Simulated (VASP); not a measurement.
Zr:

```
CELL_PARAMETERS angstrom
3.23200 0.00000 0.00000
-1.61600 2.79899 0.00000
0.00000 0.00000 5.14700
ATOMIC_POSITIONS crystal
Zr 0.33333 0.66667 0.25000
Zr 0.66667 0.33333 0.75000
```

Base run:

```yaml
Program: VASP 6.6.1
Functional: r2SCAN
Potentials_or_basis: VASP PAW PBE potentials, release 64 (Zr_sv)
Cutoff: 520 eV
k_mesh: 13 × 13 × 7
Occupations: fermi-dirac, width 0.03 eV
Spin: no spin polarisation
```

Its results: band gap on the k mesh zero (band 12 reaches 10.02 eV, above the bottom of band 13 at 8.71 eV); pressure 0.9 GPa.

After a change of settings the same cell gave: band gap on the k mesh zero (band 12 reaches 9.72 eV, above the bottom of band 13 at 8.64 eV); pressure -3.2 GPa. Which change was it?
A. functional from r2SCAN to PBEsol
B. functional from r2SCAN to PBE; further incar settings from ALGO = Normal; EDIFF = 1e-08; NBANDS = 19 to ALGO = Normal; EDIFF = 1e-06; NBANDS = 19
C. functional from r2SCAN to LDA; potentials or basis from VASP PAW PBE potentials, release 64 (Zr_sv) to VASP PAW LDA potentials, release 64 (Zr_sv)

A.

Caveats: the PAW data sets were made with another functional, which shifts forces and pressure a little.
